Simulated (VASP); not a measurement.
# RuC4 (I4/mmm) in VASP: single point with PBE

Aim: the single point of RuC4 with PBE.

Everything below comes from runs of VASP 6.6.1. Logs are shortened: lines on timing, memory, paths and dates and some standing lists are left out, and cuts for length are marked.

### Step 1. The cell of the first run

Symmetry: I4/mmm, No. 139, tetragonal system. The conventional cell has a = 6.909 Å, b = 6.909 Å, c = 2.472 Å, α = 90.00°, β = 90.00°, γ = 90.00°. Ru (site symmetry 4/mmm) has 4 C at 2.14 Å and 2 Ru at 2.47 Å within 2.8 Å. C (site symmetry m2m) has 2 C at 1.38 Å within 1.8 Å.

The cell was generated, and may not be a known phase.

### Step 2. Single point, PBE

The input, INCAR:

```
SYSTEM = RuC4
PREC = Accurate
ENCUT = 520
EDIFF = 1E-6
ISMEAR = 0
SIGMA = 0.1
LREAL = .FALSE.
LASPH = .TRUE.
NELM = 80
ALGO = Normal
ISIF = 2
LWAVE = .FALSE.
LCHARG = .FALSE.
GGA = PE
NBANDS = 23
```

The input, KPOINTS:

```
regular mesh
0
G
  16 16 16
  0 0 0
```

The input, POSCAR:

```
RuC4
1.0
   -3.4546050125      3.4546050125      1.2359572425
    3.4546050125     -3.4546050125      1.2359572425
    3.4546050125      3.4546050125     -1.2359572425
Ru C
1 4
Direct
    0.0000000000      0.0000000000      0.0000000000
    0.7810578524      0.7810578524      0.5621157048
    0.2189421476      0.2189421476      0.4378842952
    0.2189421476      0.7810578524      0.0000000000
    0.7810578524      0.2189421476      0.0000000000
```

Potentials or basis: VASP PAW PBE potentials, release 64 (Ru_pv, C).

The run is started by

```console
$ cat potpaw_PBE.64/Ru_pv/POTCAR potpaw_PBE.64/C/POTCAR > POTCAR
$ mpirun -np 1 vasp_std > vasp.out
```

OUTCAR:

```text
SYSTEM = RuC4
   PREC = Accurate
   ENCUT = 520
   EDIFF = 1E-6
   ISMEAR = 0
   LREAL = .FALSE.
   LASPH = .TRUE.
   NELM = 80
   ISIF = 2
   GGA = PE

 ion  position               nearest neighbor table
   1  0.000  0.000  0.000-   2 2.14   3 2.14   4 2.14   5 2.14
   2  0.781  0.781  0.562-   3 1.38   3 1.38   1 2.14
   3  0.219  0.219  0.438-   2 1.38   2 1.38   1 2.14
   4  0.219  0.781  0.000-   5 1.38   5 1.38   1 2.14
   5  0.781  0.219  0.000-   4 1.38   4 1.38   1 2.14

  LATTYP: Found a body centered tetragonal cell.
 ALAT       =     6.9092100250
 C/A-ratio  =     0.3577709284

  Lattice vectors:

 A1 = (  -3.4546050125,   3.4546050125,   1.2359572425)
 A2 = (   3.4546050125,  -3.4546050125,   1.2359572425)
 A3 = (   3.4546050125,   3.4546050125,  -1.2359572425)

Analysis of symmetry for initial positions (statically):
=====================================================================
 Subroutine PRICEL returns:
 Original cell was already a primitive cell.

 Routine SETGRP: Setting up the symmetry group for a
 body centered tetragonal supercell.

 Subroutine GETGRP returns: Found 16 space group operations
 (whereof 16 operations were pure point group operations)
 out of a pool of 16 trial point group operations.

The static configuration has the point symmetry D_4h.

Analysis of symmetry for dynamics (positions and initial velocities):
=====================================================================
 Subroutine PRICEL returns:
 Original cell was already a primitive cell.

 Routine SETGRP: Setting up the symmetry group for a
 body centered tetragonal supercell.

 Subroutine GETGRP returns: Found 16 space group operations
 (whereof 16 operations were pure point group operations)
 out of a pool of 16 trial point group operations.

The dynamic configuration has the point symmetry D_4h.

 Subroutine INISYM returns: Found 16 space group operations
 (whereof 16 operations are pure point group operations),
 and found     1 'primitive' translations

----------------------------------------------------------------------------------------

                                     Primitive cell

  volume of cell :      59.0011

  direct lattice vectors                    reciprocal lattice vectors
    -3.454605013  3.454605013  1.235957243     0.000000000  0.144734347  0.404544739
     3.454605013 -3.454605013  1.235957243     0.144734347  0.000000000  0.404544739
     3.454605013  3.454605013 -1.235957243     0.144734347  0.144734347  0.000000000

  length of vectors
     5.039462460  5.039462460  5.039462460     0.429656231  0.429656231  0.204685276

  position of ions in fractional coordinates (direct lattice)
     0.000000000  0.000000000  0.000000000
     0.781057852  0.781057852  0.562115705
     0.218942148  0.218942148  0.437884295
     0.218942148  0.781057852  0.000000000
     0.781057852  0.218942148  0.000000000

  ion indices of the primitive-cell ions
   primitive index   ion index
                 1           1
                 2           2
                 3           3
                 4           4
                 5           5

----------------------------------------------------------------------------------------

 KPOINTS: regular mesh

Automatic generation of k-mesh.
 Grid dimensions read from file:
 generate k-points for:   16   16   16

 Generating k-lattice:

  Cartesian coordinates                     Fractional coordinates (reciprocal lattice)
     0.000000000  0.009045897  0.025284046     0.062500000  0.000000000  0.000000000
     0.009045897  0.000000000  0.025284046     0.000000000  0.062500000  0.000000000
     0.009045897  0.009045897  0.000000000     0.000000000  0.000000000  0.062500000

  Length of vectors
     0.026853514  0.026853514  0.012792830

  Shift w.r.t. Gamma in fractional coordinates (k-lattice)
     0.000000000  0.000000000  0.000000000

 Subroutine IBZKPT returns following result:
 ===========================================

 Found    349 irreducible k-points:

 Following reciprocal coordinates:
            Coordinates               Weight
  0.000000  0.000000  0.000000      1.000000
  0.062500  0.000000  0.000000      8.000000
  0.125000  0.000000  0.000000      8.000000
  0.187500 -0.000000  0.000000      8.000000
  0.250000  0.000000  0.000000      8.000000
  0.312500  0.000000  0.000000      8.000000
[... 16 lines left out ...]
 -0.125000  0.062500  0.000000     16.000000
 -0.062500  0.062500  0.000000      4.000000
 [... further k-points ...]
   k-points           NKPTS =    349   k-points in BZ     NKDIM =    349   number of bands    NBANDS=     23
   number of dos      NEDOS =    301   number of ions     NIONS =      5
   total plane-waves  NPLWV =  64000
   dimension x,y,z NGX =    40 NGY =   40 NGZ =   40
   dimension x,y,z NGXF=    80 NGYF=   80 NGZF=   80
   ions per type =               1   4
   NGX,Y,Z   is equivalent  to a cutoff of  13.20, 13.20, 13.20 a.u.
   NGXF,Y,Z  is equivalent  to a cutoff of  26.39, 26.39, 26.39 a.u.
 SYSTEM =  RuC4
   PREC   = accura    normal or accurate (medium, high low for compatibility)
   ISTART =      0    job   : 0-new  1-cont  2-samecut
   ICHARG =      2    charge: 1-file 2-atom 10-const
   ISPIN  =      1    spin polarized calculation?
   LNONCOLLINEAR =      F non collinear calculations
   LSORBIT =      F    spin-orbit coupling
   LASPH  =      T    aspherical Exc in radial PAW
   ENCUT  =  520.0 eV  38.22 Ry    6.18 a.u.   9.37  9.37  9.37*2*pi/ulx,y,z
   NELM   =     80;   NELMIN=  2; NELMDL= -5     # of ELM steps
   EDIFF  = 0.1E-05   stopping-criterion for ELM
   LREAL  =      F    real-space projection
   EDIFFG = 0.1E-04   stopping-criterion for IOM
   NSW    =      0    number of steps for IOM
   IBRION =     -1    ionic relax: 0-MD 1-quasi-New 2-CG
   NFREE  =      0    steps in history (QN), initial steepest desc. (CG)
   ISIF   =      2    stress and relaxation
   ISYM   =      2    0-nonsym 1-usesym 2-fastsym
   POTIM  = 0.5000    time-step for ionic-motion
   TEBEG  =    0.0;   TEEND  =   0.0 temperature during run
   PSTRESS=    0.0 pullay stress
   NELECT =      30.0000    total number of electrons
   NUPDOWN=      -1.0000    fix difference up-down
   EMIN   =  10.00;   EMAX   =-10.00  energy-range for DOS
   EFERMI =   0.00;   METHOD = LEGACY
   ISMEAR =     0;   SIGMA  =   0.10  broadening in eV -4-tet -1-fermi 0-gaus
   EFERMI_NEDOS =   21; number of points for ismear=-14 and -15
   IALGO  =     38    algorithm
   IMIX   =      4    mixing-type and parameters
     AMIX     =   0.40;   BMIX     =  1.00
     AMIX_MAG =   1.60;   BMIX_MAG =  1.00
  volume/ion in A,a.u.               =      11.80        79.63
  Fermi-wavevector in a.u.,A,eV,Ry     =   1.306658  2.469225 23.229967  1.707354
  Thomas-Fermi vector in A             =   2.437445
   LORBIT       =      0    0 simple, 1 ext, 2 COOP (PROOUT), +10 PAW based schemes
   GGA     = PE    functional components
   LHFCALC =     F    Hartree Fock is set to
   AEXX    =    0.0000 exact exchange contribution
   IVDW    =     0    specifies the selected vdW correction
   LEPSILON=     F    determine dielectric tensor
   LRPA    =     F    only Hartree local field effects (RPA)
 non-spin polarized calculation
 Gauss-broadening in eV      SIGMA  =   0.10
  energy-cutoff  :      520.00
  volume of cell :       59.00
 maximum number of plane-waves:      1633
 NGX is ok and might be reduce to    40
   NGX = 19   NGY = 19   NGZ = 19

 number of electron      30.0000001 magnetization

 Free energy of the ion-electron system (eV)
  ---------------------------------------------------
  ext. energy  EPLUGINS =         0.00000000
  ---------------------------------------------------
  free energy    TOTEN  =       -41.32492287 eV

  energy without entropy =      -41.30921377  energy(sigma->0) =      -41.31706832

 E-fermi :   4.3130     XC(G=0): -10.2898

 val. band max:        4.3114903315   @ k =  -0.0625   0.5000   0.0625
 cond. band min:       4.3142515554   @ k =   0.4375   0.2500   0.0625
 fundamental gap:      0.0027612239
 Fermi energy:         4.3129916168

 k-point     1 :       0.0000    0.0000    0.0000
  band No.  band energies     occupation
      1     -38.2094      2.00000
      2     -38.2094      2.00000
      3     -37.7371      2.00000
      4     -12.3444      2.00000
      5     -11.8009      2.00000
      6      -2.0391      2.00000
[... 15 lines left out ...]
     22      13.8418      0.00000
     23      13.8418      0.00000

 k-point     2 :       0.0625    0.0000    0.0000
  band No.  band energies     occupation
      1     -38.2044      2.00000
      2     -38.2044      2.00000
      3     -37.7835      2.00000
      4     -12.2752      2.00000
      5     -11.7399      2.00000
      6      -2.0307      2.00000
[... 15 lines left out ...]
     22      14.1757      0.00000
     23      14.2030      0.00000

 k-point     3 :       0.1250    0.0000    0.0000
  band No.  band energies     occupation
      1     -38.1901      2.00000
      2     -38.1901      2.00000
      3     -37.9146      2.00000
      4     -12.0685      2.00000
      5     -11.5576      2.00000
      6      -2.1590      2.00000
[... 15 lines left out ...]
     22      14.4896      0.00000
     23      15.3765      0.00000

 k-point     4 :       0.1875   -0.0000    0.0000
  band No.  band energies     occupation
      1     -38.1687      2.00000
      2     -38.1687      2.00000
      3     -38.1077      2.00000
      4     -11.7276      2.00000
      5     -11.2549      2.00000
      6      -2.8982      2.00000
[... 15 lines left out ...]
     22      13.1603      0.00000
     23      15.4032      0.00000

 k-point     5 :       0.2500    0.0000    0.0000
  band No.  band energies     occupation
      1     -38.3309      2.00000
      2     -38.1433      2.00000
      3     -38.1433      2.00000
      4     -11.2571      2.00000
      5     -10.8337      2.00000
      6      -3.9313      2.00000
[... 434 lines left out ...]
 k-point    22 :      -0.1875    0.0625   -0.0000
  band No.  band energies     occupation
      1     -38.1902      2.00000
      2     -38.1901      2.00000
      3     -37.9146      2.00000
      4     -12.0461      2.00000
      5     -11.5624      2.00000
      6      -2.2366      2.00000
[... 15 lines left out ...]
     22      14.5010      0.00000
     23      15.1259      0.00000

 k-point    23 :      -0.1250    0.0625    0.0000
  band No.  band energies     occupation
      1     -38.2044      2.00000
      2     -38.2044      2.00000
      3     -37.7835      2.00000
      4     -12.2594      2.00000
      5     -11.7430      2.00000
      6      -2.1481      2.00000
[... 15 lines left out ...]
     22      14.1838      0.00000
     23      14.2664      0.00000

 k-point    24 :      -0.0625    0.0625    0.0000
  band No.  band energies     occupation
      1     -38.2094      2.00000
      2     -38.2094      2.00000
      3     -37.7371      2.00000
      4     -12.3363      2.00000
      5     -11.8023      2.00000
      6      -2.1050      2.00000
[... 15 lines left out ...]
     22      13.8565      0.00000
     23      13.9141      0.00000

 [... further k-points ...]
[... 5 lines left out ...]
  --------------------------------------------------------------------------------------
  -------------------------------------------------------------------------------------
  Total       -0.0260357     -0.0260357      0.2253767      0.0000000     -0.0000000      0.0000000
  in kB       -0.7069993     -0.7069993      6.1201119      0.0000000     -0.0000000      0.0000000
  external PRESSURE =       1.5687044 kB  Pullay stress =       0.0000000 kB

 VOLUME and BASIS-vectors are now :
 -----------------------------------------------------------------------------
  energy-cutoff  :      520.00
  volume of cell :       59.00
      direct lattice vectors                 reciprocal lattice vectors
    -3.454605013  3.454605013  1.235957243     0.000000000  0.144734347  0.404544739
     3.454605013 -3.454605013  1.235957243     0.144734347  0.000000000  0.404544739
     3.454605013  3.454605013 -1.235957243     0.144734347  0.144734347  0.000000000

 POSITION                                       TOTAL-FORCE (eV/Angst)
 -----------------------------------------------------------------------------------
      0.00000      0.00000      0.00000         0.000000      0.000000      0.000000
      1.94189      1.94189      1.23596         0.018446      0.018446      0.000000
      1.51272      1.51272      0.00000        -0.018446     -0.018446     -0.000000
      1.94189     -1.94189      1.23596         0.018446     -0.018446      0.000000
     -1.94189      1.94189      1.23596        -0.018446      0.018446      0.000000
 -----------------------------------------------------------------------------------
    total drift:                                0.000000      0.000000      0.000000

  FREE ENERGIE OF THE ION-ELECTRON SYSTEM (eV)
  ---------------------------------------------------
  free  energy   TOTEN  =       -41.3249228664 eV

  energy  without entropy=      -41.3092137710  energy(sigma->0) =      -41.31706832
```

Run time: 25 min. Hardware: 1 thread of Intel Xeon Platinum 8375C at 2.90GHz (Ice Lake), shared host; peak memory 0.54 GiB.

What came out:

```
Free energy            : -41.3249 eV
Pressure               : 0.2 GPa
Largest force          : 0.026 eV/Å
Band gap on the k mesh : zero (bands 15 and 16 overlap by 2.19 eV)
```

Forces in eV/Å, atoms in the order of the input:
```
Ru   0.000  0.000  0.000
C    0.018  0.018  0.000
C   -0.018 -0.018  0.000
C    0.018 -0.018  0.000
C   -0.018  0.018  0.000
```
